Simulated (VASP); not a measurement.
# Al20P in VASP: a series of runs, part 2 of 2

VASP 6.6.1. Earlier steps stand in the parts before.

### Step 3. Single point, PBEsol

Contents of INCAR:

```
SYSTEM = Al20P
ALGO = Normal
EDIFF = 1E-7
ENCUT = 520
GGA = PS
ISIF = 2
ISMEAR = -1
LASPH = .TRUE.
LCHARG = .FALSE.
LREAL = Auto
LWAVE = .FALSE.
NBANDS = 48
NELM = 100
PREC = Accurate
SIGMA = 0.1
```

Contents of KPOINTS:

```
k-points
0
G
  3 4 1
  0 0 0
```

Contents of POSCAR:

```
Al20P
1.0
    8.1000000000      0.0000000000      0.0000000000
    0.0000000000      5.7275650000      0.0000000000
    0.0000000000      0.0000000000     18.7275650000
Al P
20 1
Direct
    0.0000000000      0.0000000000      0.0533972249
    0.5000000000      0.0000000000      0.0533972249
    0.0000000000      0.5000000873      0.0533972249
    0.5000000000      0.5000000873      0.0533972249
    0.2500000000      0.2499999564      0.1298561772
    0.7500000000      0.2499999564      0.1298561772
    0.2500000000      0.7500000436      0.1298561772
    0.7500000000      0.7500000436      0.1298561772
    0.0048040741      0.0000179832      0.2026570459
    0.4951520988     -0.0000515053      0.2026328036
    0.0047980247      0.4999852468      0.2026579537
    0.4951549383      0.5000512434      0.2026356336
    0.2499269136      0.2500097336      0.2886594173
    0.7499345679      0.2499927980      0.2671566752
    0.2499125926      0.7499972501      0.2796563248
    0.7500229630      0.7499974247      0.2709593052
   -0.0104791358     -0.0089683836      0.3484827846
    0.5103170370     -0.0091831345      0.3484916485
   -0.0104850617      0.5089660266      0.3484790468
    0.5103274074      0.5091549376      0.3484909010
   -0.2509503704      0.2499488002      0.3933920934
```

Potentials or basis: VASP PAW PBE potentials, release 64 (Al, P).

Launch:

```bash
$ cat potpaw_PBE.64/Al/POTCAR potpaw_PBE.64/P/POTCAR > POTCAR
$ mpirun -np 1 vasp_std > vasp.out
```

OUTCAR:

```text
SYSTEM = Al20P
   EDIFF = 1E-7
   ENCUT = 520
   GGA = PS
   ISIF = 2
   ISMEAR = -1
   LASPH = .TRUE.
   LREAL = Auto
   NELM = 100
   PREC = Accurate

 ion  position               nearest neighbor table
   1  0.000  0.000  0.053-   9 2.80   6 2.86   7 2.86   8 2.86   5 2.86   3 2.86   3 2.86
   2  0.500  0.000  0.053-  10 2.80   6 2.86   7 2.86   8 2.86   5 2.86   4 2.86   4 2.86
   3  0.000  0.500  0.053-  11 2.80   8 2.86   7 2.86   1 2.86   6 2.86   5 2.86   1 2.86
   4  0.500  0.500  0.053-  12 2.80   8 2.86   7 2.86   2 2.86   6 2.86   5 2.86   2 2.86
   5  0.250  0.250  0.130-  10 2.80  12 2.80   9 2.80  11 2.80   1 2.86   2 2.86   7 2.86   4 2.86
                             3 2.86   7 2.86  13 2.97
   6  0.750  0.250  0.130-  14 2.57  11 2.86   9 2.86  10 2.86  12 2.86   2 2.86   1 2.86   8 2.86
                             3 2.86   4 2.86   8 2.86
   7  0.250  0.750  0.130-  10 2.80  12 2.80   9 2.80  11 2.80  15 2.81   4 2.86   3 2.86   2 2.86
                             1 2.86   5 2.86   5 2.86
   8  0.750  0.750  0.130-  16 2.64  10 2.86  12 2.86  11 2.86   9 2.86   4 2.86   3 2.86   2 2.86
                             1 2.86   6 2.86   6 2.86
   9  0.005  0.000  0.203-  17 2.73  14 2.79   1 2.80   5 2.80   7 2.80  16 2.82  15 2.84   6 2.86
                             8 2.86  11 2.86  11 2.86  13 2.93
  10  0.495  1.000  0.203-  18 2.73  14 2.79   2 2.80   7 2.80   5 2.80  16 2.82  15 2.84   8 2.86
                             6 2.86  12 2.86  12 2.86  13 2.93
  11  0.005  0.500  0.203-  19 2.73  14 2.79   3 2.80   5 2.80   7 2.80  16 2.82  15 2.84   6 2.86
[... 15 lines left out ...]
  19  0.990  0.509  0.348-  21 2.59  11 2.73  17 2.76  16 2.79  13 2.81  15 2.83  14 2.88  17 2.97

  20  0.510  0.509  0.348-  21 2.58  12 2.73  18 2.76  16 2.79  13 2.81  15 2.83  14 2.88  18 2.97

  21  0.749  0.250  0.393-  14 2.36  18 2.58  20 2.58  17 2.59  19 2.59

  LATTYP: Found a simple orthorhombic cell.
 ALAT       =     5.7275650000
 B/A-ratio  =     1.4142135445
 C/A-ratio  =     3.2697254418

  Lattice vectors:

 A1 = (   0.0000000000,  -5.7275650000,   0.0000000000)
 A2 = (   8.1000000000,   0.0000000000,   0.0000000000)
 A3 = (   0.0000000000,   0.0000000000,  18.7275650000)

Analysis of symmetry for initial positions (statically):
=====================================================================
 Subroutine PRICEL returns:
 Original cell was already a primitive cell.

 Routine SETGRP: Setting up the symmetry group for a
 simple orthorhombic supercell.

 Subroutine GETGRP returns: Found  1 space group operations
 (whereof  1 operations were pure point group operations)
 out of a pool of  8 trial point group operations.

The static configuration has the point symmetry C_1 .

Analysis of symmetry for dynamics (positions and initial velocities):
=====================================================================
 Subroutine PRICEL returns:
 Original cell was already a primitive cell.

 Routine SETGRP: Setting up the symmetry group for a
 simple orthorhombic supercell.

 Subroutine GETGRP returns: Found  1 space group operations
 (whereof  1 operations were pure point group operations)
 out of a pool of  8 trial point group operations.

The dynamic configuration has the point symmetry C_1 .

 Subroutine INISYM returns: Found  1 space group operations
 (whereof  1 operations are pure point group operations),
 and found     1 'primitive' translations

[... 93 lines left out ...]
 -0.333333  0.250000  0.000000      2.000000
  0.000000  0.500000  0.000000      1.000000
  0.333333  0.500000  0.000000      2.000000
   k-points           NKPTS =      7   k-points in BZ     NKDIM =      7   number of bands    NBANDS=     48
   number of dos      NEDOS =    301   number of ions     NIONS =     21
   total plane-waves  NPLWV = 403200
   dimension x,y,z NGX =    60 NGY =   48 NGZ =  140
   dimension x,y,z NGXF=   120 NGYF=   96 NGZF=  280
   ions per type =              20   1
   NGX,Y,Z   is equivalent  to a cutoff of  12.31, 13.93, 12.43 a.u.
   NGXF,Y,Z  is equivalent  to a cutoff of  24.63, 27.86, 24.86 a.u.
 SYSTEM =  Al20P
   PREC   = accura    normal or accurate (medium, high low for compatibility)
   ISTART =      0    job   : 0-new  1-cont  2-samecut
   ICHARG =      2    charge: 1-file 2-atom 10-const
   ISPIN  =      1    spin polarized calculation?
   LNONCOLLINEAR =      F non collinear calculations
   LSORBIT =      F    spin-orbit coupling
   LASPH  =      T    aspherical Exc in radial PAW
   ENCUT  =  520.0 eV  38.22 Ry    6.18 a.u.  15.06 10.65 34.82*2*pi/ulx,y,z
   NELM   =    100;   NELMIN=  2; NELMDL= -5     # of ELM steps
   EDIFF  = 0.1E-06   stopping-criterion for ELM
   LREAL  =      T    real-space projection
   EDIFFG = 0.1E-05   stopping-criterion for IOM
   NSW    =      0    number of steps for IOM
   IBRION =     -1    ionic relax: 0-MD 1-quasi-New 2-CG
   NFREE  =      0    steps in history (QN), initial steepest desc. (CG)
   ISIF   =      2    stress and relaxation
   ISYM   =      2    0-nonsym 1-usesym 2-fastsym
   POTIM  = 0.5000    time-step for ionic-motion
   TEBEG  =    0.0;   TEEND  =   0.0 temperature during run
   PSTRESS=    0.0 pullay stress
   NELECT =      65.0000    total number of electrons
   NUPDOWN=      -1.0000    fix difference up-down
   EMIN   =  10.00;   EMAX   =-10.00  energy-range for DOS
   EFERMI =   0.00;   METHOD = LEGACY
   ISMEAR =    -1;   SIGMA  =   0.10  broadening in eV -4-tet -1-fermi 0-gaus
   EFERMI_NEDOS =   21; number of points for ismear=-14 and -15
   IALGO  =     38    algorithm
   IMIX   =      4    mixing-type and parameters
     AMIX     =   0.40;   BMIX     =  1.00
     AMIX_MAG =   1.60;   BMIX_MAG =  1.00
  volume/ion in A,a.u.               =      41.37       279.20
  Fermi-wavevector in a.u.,A,eV,Ry     =   0.689817  1.303565  6.474296  0.475847
  Thomas-Fermi vector in A             =   1.771009
   LORBIT       =      0    0 simple, 1 ext, 2 COOP (PROOUT), +10 PAW based schemes
   GGA     = PS    functional components
   LHFCALC =     F    Hartree Fock is set to
   AEXX    =    0.0000 exact exchange contribution
   IVDW    =     0    specifies the selected vdW correction
   LEPSILON=     F    determine dielectric tensor
   LRPA    =     F    only Hartree local field effects (RPA)
 non-spin polarized calculation
  energy-cutoff  :      520.00
  volume of cell :      868.83
 maximum number of plane-waves:     23409
   NGX = 31   NGY = 21   NGZ = 69

 number of electron      64.9999998 magnetization

 Free energy of the ion-electron system (eV)
  ---------------------------------------------------
  ext. energy  EPLUGINS =         0.00000000
  ---------------------------------------------------
  free energy    TOTEN  =       -81.84950453 eV

  energy without entropy =      -81.54387784  energy(sigma->0) =      -81.69669118

 E-fermi :   0.7866     XC(G=0):  -5.0792

 val. band max:        0.7573932656   @ k =   0.0000   0.0000   0.0000
 cond. band min:       0.7928724738   @ k =   0.3333   0.5000   0.0000
 fundamental gap:      0.0354792082
 Fermi energy:         0.7866478515

 k-point     1 :       0.0000    0.0000    0.0000
  band No.  band energies     occupation
      1     -10.8102      2.00000
      2      -9.5651      2.00000
      3      -7.7989      2.00000
      4      -7.7129      2.00000
      5      -7.4354      2.00000
      6      -6.4029      2.00000
[... 318 lines left out ...]
     43       2.7541      0.00000
     44       3.1272      0.00000
 [bands above 44 left out]

------------------------ aborting loop because EDIFF is reached ----------------------------------------

  FORCE on cell =-STRESS in cart. coord.  units (eV):
  Direction    XX          YY          ZZ          XY          YZ          ZX
  --------------------------------------------------------------------------------------
  -------------------------------------------------------------------------------------
  Total       -4.0859679     -5.5496842     -2.0318439     -0.0002765      0.0014168      0.0024419
  in kB       -7.5347556    -10.2339313     -3.7468349     -0.0005098      0.0026127      0.0045030
  external PRESSURE =      -7.1718406 kB  Pullay stress =       0.0000000 kB

 VOLUME and BASIS-vectors are now :
 -----------------------------------------------------------------------------
  energy-cutoff  :      520.00
  volume of cell :      868.83
      direct lattice vectors                 reciprocal lattice vectors
     8.100000000  0.000000000  0.000000000     0.123456790  0.000000000  0.000000000
     0.000000000  5.727565000  0.000000000     0.000000000  0.174594265  0.000000000
     0.000000000  0.000000000 18.727565000     0.000000000  0.000000000  0.053397225

 POSITION                                       TOTAL-FORCE (eV/Angst)
 -----------------------------------------------------------------------------------
      0.00000      0.00000      1.00000         0.034107      0.014842      0.381504
      4.05000      0.00000      1.00000        -0.033368      0.015157      0.380539
      0.00000      2.86378      1.00000         0.034104     -0.014867      0.381527
      4.05000      2.86378      1.00000        -0.033368     -0.015192      0.380627
      2.02500      1.43189      2.43189        -0.001324      0.000128     -0.025672
      6.07500      1.43189      2.43189        -0.001015     -0.000012     -0.732053
[... 13 lines left out ...]
      4.13365      2.91622      6.52639        -0.005747      0.004138      0.004803
      6.06730      1.43160      7.36728         0.005741      0.000680      0.015136
 -----------------------------------------------------------------------------------
    total drift:                                0.002018     -0.000288      0.014188

  FREE ENERGIE OF THE ION-ELECTRON SYSTEM (eV)
  ---------------------------------------------------
  free  energy   TOTEN  =       -81.8495045331 eV

  energy  without entropy=      -81.5438778352  energy(sigma->0) =      -81.69669118
```

Wall time 20 min (1 thread of Intel Xeon 8259CL, shared host); peak memory 0.83 GiB.

What came out:

```yaml
Free_energy: -81.8495 eV
Largest_force: 0.732 eV/Å
Band_gap_on_the_k_mesh: zero (an odd number of electrons rules out a gap without spin polarisation)
```

Forces on the atoms (eV/Å):
```
Al   0.034  0.015  0.382
Al  -0.033  0.015  0.381
Al   0.034 -0.015  0.382
Al  -0.033 -0.015  0.381
Al  -0.001  0.000 -0.026
Al  -0.001  0.000 -0.732
Al  -0.002  0.000 -0.355
Al   0.001  0.000 -0.471
Al   0.002 -0.002 -0.004
Al  -0.001  0.002 -0.002
Al   0.003  0.002 -0.005
Al  -0.001 -0.002 -0.002
Al   0.002  0.000 -0.009
Al   0.000  0.000  0.030
Al  -0.002  0.000  0.004
Al  -0.002  0.000  0.005
Al   0.003  0.000  0.009
Al  -0.006 -0.004  0.005
Al   0.003  0.000  0.009
Al  -0.006  0.004  0.005
P    0.006  0.001  0.015
```

Caveat: the PAW data sets were made with another functional, which shifts forces and pressure a little.

### Step 4. Single point, PBEsol

Contents of INCAR:

```
SYSTEM = Al20P
  PREC = Accurate
  ENCUT = 520
  EDIFF = 1E-6
  ISMEAR = -1
  SIGMA = 0.1
  LREAL = Auto
  LASPH = .TRUE.
  NELM = 100
  ALGO = Normal
  ISIF = 2
  LWAVE = .FALSE.
  LCHARG = .FALSE.
  GGA = PS
  NBANDS = 48
```

Contents of KPOINTS:

```
Automatic mesh
0
G
  3 4 1
  0 0 0
```

Contents of POSCAR:

```
Al20P
1.0
    8.1000000000      0.0000000000      0.0000000000
    0.0000000000      5.7275650000      0.0000000000
    0.0000000000      0.0000000000     18.7275650000
Al P
20 1
Direct
    0.0000000000      0.0000000000      0.0533972249
    0.5000000000      0.0000000000      0.0533972249
    0.0000000000      0.5000000873      0.0533972249
    0.5000000000      0.5000000873      0.0533972249
    0.2500000000      0.2499999564      0.1298561772
    0.7500000000      0.2499999564      0.1298561772
    0.2500000000      0.7500000436      0.1298561772
    0.7500000000      0.7500000436      0.1298561772
   -0.0001008642     -0.0000799642      0.2024005790
    0.5000911111     -0.0000848528      0.2024129138
   -0.0014827160      0.5000046267      0.2032673762
    0.5014758025      0.4999988651      0.2032478328
    0.2499817284      0.2456618127      0.2722563238
    0.7499954321      0.2355866760      0.2816441967
    0.2499888889      0.7545311140      0.2722174506
    0.7500002469      0.7643167734      0.2819231438
    0.0254350617      0.0002098623      0.3484066936
    0.4745004938      0.0001941488      0.3484139556
    0.0389279012      0.5003183726      0.3525554977
    0.4609741975      0.5002893900      0.3525344592
   -0.2500787654      0.4980811217      0.3818693995
```

Launch:

```bash
$ cat potpaw_PBE.64/Al/POTCAR potpaw_PBE.64/P/POTCAR > POTCAR
$ mpirun -np 1 vasp_std > vasp.out
```

Wall time 15 min (1 thread of Intel Xeon 8259CL, shared host); peak memory 0.83 GiB.

Results (log left out):

```yaml
Free_energy: -81.4070 eV
Largest_force: 0.513 eV/Å
Band_gap_on_the_k_mesh: zero (an odd number of electrons rules out a gap without spin polarisation)
```

Forces in eV/Å, atoms in the order of the input:
```
Al  -0.073  0.003  0.313
Al   0.073  0.003  0.313
Al   0.028  0.000  0.317
Al  -0.029  0.000  0.317
Al   0.000  0.059 -0.505
Al   0.000  0.104 -0.144
Al   0.000 -0.063 -0.509
Al   0.000 -0.103 -0.141
Al  -0.004  0.002 -0.005
Al   0.004  0.002 -0.005
Al  -0.003  0.003 -0.002
Al   0.002  0.003 -0.001
Al   0.000  0.004  0.001
Al   0.000 -0.013 -0.004
Al  -0.001 -0.003  0.001
Al   0.000 -0.016  0.020
Al  -0.004 -0.002  0.007
Al   0.004 -0.002  0.008
Al   0.006  0.004  0.012
Al  -0.005  0.004  0.013
P    0.001  0.012 -0.006
```

Levels at points of the mesh, in eV from the Fermi level:
| k point | band 30 | band 31 | band 32 | band 33 | band 34 | band 35 | band 36 | band 37 |
| --- | --- | --- | --- | --- | --- | --- | --- | --- |
| (0.00, 0.00, 0.00) | -0.87 | -0.72 | -0.31 | -0.20 | 0.05 | 0.28 | 0.61 | 0.74 |
| (0.00, 0.50, 0.00) | -0.31 | 0.02 | 0.16 | 0.16 | 0.50 | 0.62 | 0.79 | 0.99 |

Caveat: the PAW data sets were made with another functional, which shifts forces and pressure a little.
